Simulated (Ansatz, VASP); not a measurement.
## LiF in VASP and in Ansatz

```
Li F
1.0
    -0.04289    2.10172    2.10172
     2.10172   -0.04289    2.10172
     2.10172    2.10172   -0.04289
Li F
1 1
Direct
  0.99796 0.99796 0.99796
  0.25204 0.25204 0.25204
```

Change from the starting cell: shear_111 strain -3.0%.

Alike in both runs: task single point; functional PBE; k mesh 10 × 10 × 10; occupations fermi-dirac, width 0.02 eV; no spin polarisation.

|  | VASP | Ansatz |
| --- | --- | --- |
| version | VASP 6.6.1 | Ansatz 0.2.0 |
| potentials or method | VASP PAW PBE potentials, release 64 (Li_sv, F) | plane waves, PAW |
| plane-wave cutoff (eV) | 520 | 420 |
| valence electrons in the cell | 10 | 10 |

Ansatz gave:

* gap on the k mesh at the Fermi level (eV): 8.02
* rms of the force components (eV/Å): 0.005

Task: Estimate VASP's values.

Result: gap on the k mesh at the Fermi level (eV): 8.01; rms of the force components (eV/Å): 0.007.

Atom by atom the forces differ by 0.001 eV/Å (rms over components).

Noted on VASP's run: the cutoff is short for stress, so the pressure is rough.
